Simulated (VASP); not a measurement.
# MgS (Fm-3m) in VASP: further runs

Aim: see how the results for MgS move with the level of theory and the settings. Levels: PBE+D3(BJ), BLYP+D3(BJ). Tasks: single point.

Everything below comes from runs of VASP 6.6.1. Logs are shortened: lines on timing, memory, paths and dates and some standing lists are left out, and cuts for length are marked.

### 1 The cell of the first run

The structure is cubic, space group Fm-3m (No. 225). Conventional cell: a = 5.086 Å, b = 5.086 Å, c = 5.086 Å, α = 90.00°, β = 90.00°, γ = 90.00°. Within 3.4 Å of Mg (site symmetry m-3m) lie 6 S at 2.54 Å. Within 3.4 Å of S (site symmetry m-3m) lie 6 Mg at 2.54 Å.

### 2 Single point, PBE+D3(BJ) (volume scaled by 0.96)

Input file INCAR:

```
SYSTEM = MgS
PREC = Accurate ; ENCUT = 600
EDIFF = 1E-6 ; ISMEAR = 0
SIGMA = 0.05 ; LREAL = .False.
LASPH = .True. ; NELM = 120
ALGO = Normal ; ISIF = 2
LWAVE = .False. ; LCHARG = .False.
GGA = PE ; IVDW = 12
NBANDS = 11 ; GGA_COMPAT = .False.
```

Input file KPOINTS:

```
regular mesh
0
Gamma
  8 8 8
  0 0 0
```

Input file POSCAR:

```
MgS
1.0
    0.0000000000      2.5428108710      2.5428108710
    2.5428108710      0.0000000000      2.5428108710
    2.5428108710      2.5428108710      0.0000000000
Mg S
1 1
Direct
    0.0000000000      0.0000000000      0.0000000000
    0.5000000000      0.5000000000      0.5000000000
```

Potentials or basis: VASP PAW PBE potentials, release 64 (Mg, S).

Run with:

```sh
> cat potpaw_PBE.64/Mg/POTCAR potpaw_PBE.64/S/POTCAR > POTCAR
> mpirun -np 1 vasp_std > vasp.out
```

OUTCAR:

```text
SYSTEM = MgS
   PREC = Accurate
   ENCUT = 600
   EDIFF = 1E-6
   ISMEAR = 0
   LREAL = .False.
   LASPH = .True.
   NELM = 120
   ISIF = 2
   GGA = PE
   IVDW = 12
 IVDW          = 12

 ion  position               nearest neighbor table
   1  0.000  0.000  0.000-   2 2.54   2 2.54   2 2.54   2 2.54   2 2.54   2 2.54
   2  0.500  0.500  0.500-   1 2.54   1 2.54   1 2.54   1 2.54   1 2.54   1 2.54

  LATTYP: Found a face centered cubic cell.
 ALAT       =     5.0856217420

  Lattice vectors:

 A1 = (   0.0000000000,   2.5428108710,   2.5428108710)
 A2 = (   2.5428108710,   0.0000000000,   2.5428108710)
 A3 = (   2.5428108710,   2.5428108710,   0.0000000000)

Analysis of symmetry for initial positions (statically):
=====================================================================
 Subroutine PRICEL returns:
 Original cell was already a primitive cell.

 Routine SETGRP: Setting up the symmetry group for a
 face centered cubic supercell.

 Subroutine GETGRP returns: Found 48 space group operations
 (whereof 48 operations were pure point group operations)
 out of a pool of 48 trial point group operations.

The static configuration has the point symmetry O_h .

Analysis of symmetry for dynamics (positions and initial velocities):
=====================================================================
 Subroutine PRICEL returns:
 Original cell was already a primitive cell.

 Routine SETGRP: Setting up the symmetry group for a
 face centered cubic supercell.

 Subroutine GETGRP returns: Found 48 space group operations
 (whereof 48 operations were pure point group operations)
 out of a pool of 48 trial point group operations.

The dynamic configuration has the point symmetry O_h .

 Subroutine INISYM returns: Found 48 space group operations
 (whereof 48 operations are pure point group operations),
 and found     1 'primitive' translations

----------------------------------------------------------------------------------------

                                     Primitive cell

  volume of cell :      32.8831

  direct lattice vectors                    reciprocal lattice vectors
     0.000000000  2.542810871  2.542810871    -0.196632792  0.196632792  0.196632792
     2.542810871  0.000000000  2.542810871     0.196632792 -0.196632792  0.196632792
     2.542810871  2.542810871  0.000000000     0.196632792  0.196632792 -0.196632792

  length of vectors
     3.596077620  3.596077620  3.596077620     0.340577985  0.340577985  0.340577985

  position of ions in fractional coordinates (direct lattice)
     0.000000000  0.000000000  0.000000000
     0.500000000  0.500000000  0.500000000

  ion indices of the primitive-cell ions
   primitive index   ion index
                 1           1
                 2           2

----------------------------------------------------------------------------------------

 KPOINTS: regular mesh

Automatic generation of k-mesh.
 Grid dimensions read from file:
 generate k-points for:    8    8    8

 Generating k-lattice:

  Cartesian coordinates                     Fractional coordinates (reciprocal lattice)
    -0.024579099  0.024579099  0.024579099     0.125000000  0.000000000  0.000000000
     0.024579099 -0.024579099  0.024579099     0.000000000  0.125000000  0.000000000
     0.024579099  0.024579099 -0.024579099     0.000000000  0.000000000  0.125000000

  Length of vectors
     0.042572248  0.042572248  0.042572248

  Shift w.r.t. Gamma in fractional coordinates (k-lattice)
     0.000000000  0.000000000  0.000000000

 Subroutine IBZKPT returns following result:
 ===========================================

 Found     29 irreducible k-points:

 Following reciprocal coordinates:
            Coordinates               Weight
  0.000000  0.000000  0.000000      1.000000
  0.125000  0.000000  0.000000      8.000000
  0.250000  0.000000  0.000000      8.000000
  0.375000  0.000000  0.000000      8.000000
  0.500000  0.000000  0.000000      4.000000
  0.125000  0.125000  0.000000      6.000000
[... 16 lines left out ...]
  0.500000  0.250000  0.125000     48.000000
 -0.375000  0.250000  0.125000     24.000000
 [... further k-points ...]
   k-points           NKPTS =     29   k-points in BZ     NKDIM =     29   number of bands    NBANDS=     11
   number of dos      NEDOS =    301   number of ions     NIONS =      2
   total plane-waves  NPLWV =  27000
   dimension x,y,z NGX =    30 NGY =   30 NGZ =   30
   dimension x,y,z NGXF=    60 NGYF=   60 NGZF=   60
   ions per type =               1   1
   NGX,Y,Z   is equivalent  to a cutoff of  13.87, 13.87, 13.87 a.u.
   NGXF,Y,Z  is equivalent  to a cutoff of  27.74, 27.74, 27.74 a.u.
 SYSTEM =  MgS
   PREC   = accura    normal or accurate (medium, high low for compatibility)
   ISTART =      0    job   : 0-new  1-cont  2-samecut
   ICHARG =      2    charge: 1-file 2-atom 10-const
   ISPIN  =      1    spin polarized calculation?
   LNONCOLLINEAR =      F non collinear calculations
   LSORBIT =      F    spin-orbit coupling
   LASPH  =      T    aspherical Exc in radial PAW
   ENCUT  =  600.0 eV  44.10 Ry    6.64 a.u.   7.18  7.18  7.18*2*pi/ulx,y,z
   NELM   =    120;   NELMIN=  2; NELMDL= -5     # of ELM steps
   EDIFF  = 0.1E-05   stopping-criterion for ELM
   LREAL  =      F    real-space projection
   EDIFFG = 0.1E-04   stopping-criterion for IOM
   NSW    =      0    number of steps for IOM
   IBRION =     -1    ionic relax: 0-MD 1-quasi-New 2-CG
   NFREE  =      0    steps in history (QN), initial steepest desc. (CG)
   ISIF   =      2    stress and relaxation
   ISYM   =      2    0-nonsym 1-usesym 2-fastsym
   POTIM  = 0.5000    time-step for ionic-motion
   TEBEG  =    0.0;   TEEND  =   0.0 temperature during run
   PSTRESS=    0.0 pullay stress
   NELECT =       8.0000    total number of electrons
   NUPDOWN=      -1.0000    fix difference up-down
   EMIN   =  10.00;   EMAX   =-10.00  energy-range for DOS
   EFERMI =   0.00;   METHOD = LEGACY
   ISMEAR =     0;   SIGMA  =   0.05  broadening in eV -4-tet -1-fermi 0-gaus
   EFERMI_NEDOS =   21; number of points for ismear=-14 and -15
   IALGO  =     38    algorithm
   IMIX   =      4    mixing-type and parameters
     AMIX     =   0.40;   BMIX     =  1.00
     AMIX_MAG =   1.60;   BMIX_MAG =  1.00
  volume/ion in A,a.u.               =      16.44       110.95
  Fermi-wavevector in a.u.,A,eV,Ry     =   1.021992  1.931285 14.210841  1.044467
  Thomas-Fermi vector in A             =   2.155647
   LORBIT       =      0    0 simple, 1 ext, 2 COOP (PROOUT), +10 PAW based schemes
   GGA     = PE    functional components
   LHFCALC =     F    Hartree Fock is set to
   AEXX    =    0.0000 exact exchange contribution
   IVDW    =    12    specifies the selected vdW correction
   LEPSILON=     F    determine dielectric tensor
   LRPA    =     F    only Hartree local field effects (RPA)
 non-spin polarized calculation
 Gauss-broadening in eV      SIGMA  =   0.05
  energy-cutoff  :      600.00
  volume of cell :       32.88
 maximum number of plane-waves:      1121
 NGX is ok and might be reduce to    30
   NGX = 15   NGY = 15   NGZ = 15

 number of electron       8.0000001 magnetization

 Free energy of the ion-electron system (eV)
  ---------------------------------------------------
  ext. energy  EPLUGINS =         0.00000000
  ---------------------------------------------------
  free energy    TOTEN  =        -8.44670115 eV

  energy without entropy =       -8.44670115  energy(sigma->0) =       -8.44670115

 E-fermi :   4.6050     XC(G=0):  -9.9748

 val. band max:        4.3610354178   @ k =   0.0000   0.0000   0.0000
 cond. band min:       7.2826320822   @ k =   0.5000   0.5000   0.0000
 fundamental gap:      2.9215966644
 Fermi energy:         4.6050101203

 k-point     1 :       0.0000    0.0000    0.0000
  band No.  band energies     occupation
      1      -8.7158      2.00000
      2       4.3610      2.00000
      3       4.3610      2.00000
      4       4.3610      2.00000
      5       8.6382      0.00000
      6      12.2617      0.00000
      7      12.2617      0.00000
      8      12.2617      0.00000
      9      14.7805      0.00000
     10      14.7805      0.00000
     11      17.0544      0.00000

 k-point     2 :       0.1250    0.0000    0.0000
  band No.  band energies     occupation
      1      -8.5477      2.00000
      2       3.2669      2.00000
      3       4.2443      2.00000
      4       4.2443      2.00000
      5       9.3991      0.00000
      6      12.0139      0.00000
      7      12.5433      0.00000
      8      12.5433      0.00000
      9      14.1942      0.00000
     10      14.1942      0.00000
     11      17.5646      0.00000

 k-point     3 :       0.2500    0.0000    0.0000
  band No.  band energies     occupation
      1      -8.0890      2.00000
      2       1.3790      2.00000
      3       3.9921      2.00000
      4       3.9921      2.00000
      5       9.5633      0.00000
      6      12.2480      0.00000
      7      12.2480      0.00000
      8      13.0794      0.00000
      9      14.7725      0.00000
     10      14.7725      0.00000
     11      16.7300      0.00000

 k-point     4 :       0.3750    0.0000    0.0000
  band No.  band energies     occupation
      1      -7.5179      2.00000
      2      -0.2002      2.00000
      3       3.7720      2.00000
      4       3.7720      2.00000
      5       9.1668      0.00000
      6      11.5921      0.00000
      7      11.5921      0.00000
      8      14.8794      0.00000
      9      16.2862      0.00000
     10      16.8204      0.00000
     11      16.8204      0.00000

 k-point     5 :       0.5000    0.0000    0.0000
  band No.  band energies     occupation
      1      -7.2274      2.00000
      2      -0.8444      2.00000
      3       3.6882      2.00000
      4       3.6882      2.00000
      5       9.0045      0.00000
      6      11.3444      0.00000
      7      11.3444      0.00000
      8      15.2308      0.00000
      9      16.9225      0.00000
     10      19.0171      0.00000
     11      19.0171      0.00000
[... 211 lines left out ...]
 k-point    21 :       0.5000    0.5000    0.0000
  band No.  band energies     occupation
      1      -6.7998      2.00000
      2      -0.2036      2.00000
      3       2.5194      2.00000
      4       2.5194      2.00000
      5       7.2826      0.00000
      6       8.5339      0.00000
      7      17.0591      0.00000
      8      17.3742      0.00000
      9      18.4603      0.00000
     10      18.4603      0.00000
     11      20.5010      0.00000

 k-point    22 :       0.3750    0.2500    0.1250
  band No.  band energies     occupation
      1      -7.7268      2.00000
      2       1.0992      2.00000
      3       2.7480      2.00000
      4       3.6017      2.00000
      5      10.4560      0.00000
      6      10.7985      0.00000
      7      11.7037      0.00000
      8      13.8782      0.00000
      9      14.6489      0.00000
     10      17.6500      0.00000
     11      19.8259      0.00000

 k-point    23 :       0.5000    0.2500    0.1250
  band No.  band energies     occupation
      1      -7.2400      2.00000
      2       0.1576      2.00000
      3       2.1653      2.00000
      4       3.2573      2.00000
      5      10.1564      0.00000
      6      10.8909      0.00000
      7      12.3333      0.00000
      8      13.6827      0.00000
      9      16.3706      0.00000
     10      19.0953      0.00000
     11      19.7952      0.00000

 k-point    24 :      -0.3750    0.2500    0.1250
  band No.  band energies     occupation
      1      -7.0023      2.00000
      2      -0.2909      2.00000
      3       2.0130      2.00000
      4       3.0830      2.00000
      5      10.0916      0.00000
      6      10.6102      0.00000
      7      12.9964      0.00000
      8      14.1140      0.00000
      9      16.9286      0.00000
     10      18.2775      0.00000
     11      20.3472      0.00000

 [... further k-points ...]

------------------------ aborting loop because EDIFF is reached ----------------------------------------

 Edisp (eV)   -0.76231

 E8    (eV) :    -0.3066

  FORCE on cell =-STRESS in cart. coord.  units (eV):
  Direction    XX          YY          ZZ          XY          YZ          ZX
  --------------------------------------------------------------------------------------
  -------------------------------------------------------------------------------------
  Total       0.67577     0.67577     0.67577     0.00000     0.00000     0.00000
  in kB      32.92593    32.92593    32.92593     0.00000     0.00000     0.00000
  external pressure =       32.93 kB  Pullay stress =        0.00 kB

 VOLUME and BASIS-vectors are now :
 -----------------------------------------------------------------------------
  energy-cutoff  :      600.00
  volume of cell :       32.88
      direct lattice vectors                 reciprocal lattice vectors
     0.000000000  2.542810871  2.542810871    -0.196632792  0.196632792  0.196632792
     2.542810871  0.000000000  2.542810871     0.196632792 -0.196632792  0.196632792
     2.542810871  2.542810871  0.000000000     0.196632792  0.196632792 -0.196632792

 POSITION                                       TOTAL-FORCE (eV/Angst)
 -----------------------------------------------------------------------------------
      0.00000      0.00000      0.00000         0.000000      0.000000     -0.000000
      2.54281      2.54281      2.54281        -0.000000     -0.000000      0.000000
 -----------------------------------------------------------------------------------
    total drift:                               -0.000000     -0.000000      0.000000

  FREE ENERGIE OF THE ION-ELECTRON SYSTEM (eV)
  ---------------------------------------------------
  free  energy   TOTEN  =        -9.2090065570 eV

  energy  without entropy=       -9.2090065570  energy(sigma->0) =       -9.20900656
```

Run time: 27 s. Hardware: 1 thread of Intel Xeon 8259CL, shared host; peak memory 0.18 GiB.

What came out:

| Property | Result |
| --- | --- |
| Free energy | -9.2090 eV |
| Pressure | 3.3 GPa |
| Band gap on the k mesh | 2.92 eV, indirect (least direct gap 4.28 eV) |
| Dispersion energy per atom | -0.381 eV |

Caveat: the cell differs from its parent crystal (volume scaled by 0.96).

### 3 Single point, BLYP+D3(BJ)

This run uses another cell than the first one, of 17.19 Å³/atom, 1.046 times its volume.

Input file INCAR:

```
SYSTEM = MgS
AGGAC    = 1.0          
AGGAX    = 1.0          
ALDAC    = 0.0          
ALDAX    = 1.0          
ALGO     = Normal         ! electronic algorithm
EDIFF    = 1E-6           ! SCF threshold, eV
ENCUT    = 600            ! plane-wave cutoff, eV
GGA      = B5             ! functional
GGA_COMPAT= .FALSE.      
ISIF     = 2              ! what is computed and relaxed
ISMEAR   = 0              ! smearing method
IVDW     = 12             ! dispersion correction
LASPH    = .TRUE.         ! aspherical terms in the spheres
LCHARG   = .FALSE.        ! write CHGCAR
LREAL    = .FALSE.        ! projectors in reciprocal space
LWAVE    = .FALSE.        ! write WAVECAR
NBANDS   = 11             ! bands
NELM     = 120            ! most SCF steps
PREC     = Accurate       ! precision mode
SIGMA    = 0.05           ! smearing width, eV
VDW_A1   = 0.4298       
VDW_A2   = 4.2359       
VDW_S6   = 1.0          
VDW_S8   = 2.6996
```

Input file KPOINTS:

```
k-points
0
G
  8 8 8
  0 0 0
```

Input file POSCAR:

```
MgS
1.0
    0.0000000000      2.5809102791      2.5809102791
    2.5809102791      0.0000000000      2.5809102791
    2.5809102791      2.5809102791      0.0000000000
Mg S
1 1
Direct
    0.0000000000      0.0000000000      0.0000000000
    0.5000000000      0.5000000000      0.5000000000
```

Potentials or basis: VASP PAW PBE potentials, release 64 (Mg, S).

Run with:

```sh
> cat potpaw_PBE.64/Mg/POTCAR potpaw_PBE.64/S/POTCAR > POTCAR
> mpirun -np 1 vasp_std > vasp.out
```

It took 39 s on 1 thread of Intel Xeon 8259CL, shared host; peak memory 0.18 GiB.

It converged, with:

* Free energy: -9.0694 eV
* Pressure: -2.0 GPa
* Band gap on the k mesh: 2.89 eV, indirect (least direct gap 4.08 eV)
* Dispersion energy per atom: -0.803 eV

Levels at points of the mesh, in eV from the valence-band top:
```
           k point  band 1  band 2  band 3  band 4  band 5  band 6  band 7  band 8
(0.00, 0.00, 0.00)  -12.73    0.00    0.00    0.00    4.08    8.13    8.13    8.13
(0.50, 0.00, 0.00)  -11.40   -4.84   -0.60   -0.60    4.88    7.05    7.05   10.35
(0.50, 0.50, 0.00)  -11.02   -4.18   -1.69   -1.69    2.89    4.65   12.49   12.87
```

Caveat: the PAW data sets were made with another functional, which shifts forces and pressure a little.

### 4 Single point, BLYP+D3(BJ)

This run uses another cell than the first one, of 16.81 Å³/atom, 1.023 times its volume.

Input file INCAR:

```
SYSTEM = MgS
PREC = Accurate
ENCUT = 600
EDIFF = 1E-6
ISMEAR = 0
SIGMA = 0.05
LREAL = .False.
LASPH = .True.
NELM = 120
ALGO = Normal
ISIF = 2
LWAVE = .False.
LCHARG = .False.
GGA = B5
ALDAX = 1.0
AGGAX = 1.0
AGGAC = 1.0
ALDAC = 0.0
IVDW = 12
VDW_S6 = 1.0
VDW_S8 = 2.6996
VDW_A1 = 0.4298
VDW_A2 = 4.2359
NBANDS = 11
GGA_COMPAT = .False.
```

Input file KPOINTS:

```
Automatic mesh
0
Gamma
  8 8 8
  0 0 0
```

Input file POSCAR:

```
MgS
1.0
    0.0000000000      2.5617909177      2.5617909177
    2.5617909177      0.0000000000      2.5617909177
    2.5617909177      2.5617909177      0.0000000000
Mg S
1 1
Direct
    0.0000000000      0.0000000000      0.0000000000
    0.5000000000      0.5000000000      0.5000000000
```

Run with:

```sh
> cat potpaw_PBE.64/Mg/POTCAR potpaw_PBE.64/S/POTCAR > POTCAR
> mpirun -np 1 vasp_std > vasp.out
```

Run time: 40 s. Hardware: 1 thread of Intel Xeon 8259CL, shared host; peak memory 0.18 GiB.

It converged, with:

```yaml
Free_energy: -9.0746 eV
Pressure: -0.2 GPa
Band_gap_on_the_k_mesh: 2.94 eV, indirect (least direct gap 4.27 eV)
Dispersion_energy_per_atom: -0.822 eV
```

Levels at points of the mesh, in eV from the valence-band top:
```csv
k point,band 1,band 2,band 3,band 4,band 5,band 6,band 7,band 8
"(0.00, 0.00, 0.00)",-12.86,0.00,0.00,0.00,4.27,8.11,8.11,8.11
"(0.50, 0.00, 0.00)",-11.47,-4.96,-0.63,-0.63,4.91,7.08,7.08,10.61
"(0.50, 0.50, 0.00)",-11.08,-4.30,-1.74,-1.74,2.94,4.58,12.72,12.93
```

Caveat: the PAW data sets were made with another functional, which shifts forces and pressure a little.

### 5 Overview

| level | cell | gap on the mesh (eV) | pressure (GPa) |
| --- | --- | --- | --- |
| PBE+D3(BJ) | a = 3.596 Å, angles 60.0°, 2 atoms | 2.92 | 3.3 |
| BLYP+D3(BJ) | a = 3.650 Å, angles 60.0°, 2 atoms | 2.89 | -2.0 |
| BLYP+D3(BJ) | a = 3.623 Å, angles 60.0°, 2 atoms | 2.94 | -0.2 |

Alike in all rows: task single point; potentials or basis VASP PAW PBE potentials, release 64 (Mg, S); no spin polarisation; k mesh 8 × 8 × 8; cutoff (eV) 600; smearing gaussian 0.05 eV.

Caveats: the PAW data sets were made with another functional, which shifts forces and pressure a little (some runs).

Total energies depend on the potentials used, so only differences within one code and one set of settings carry meaning.
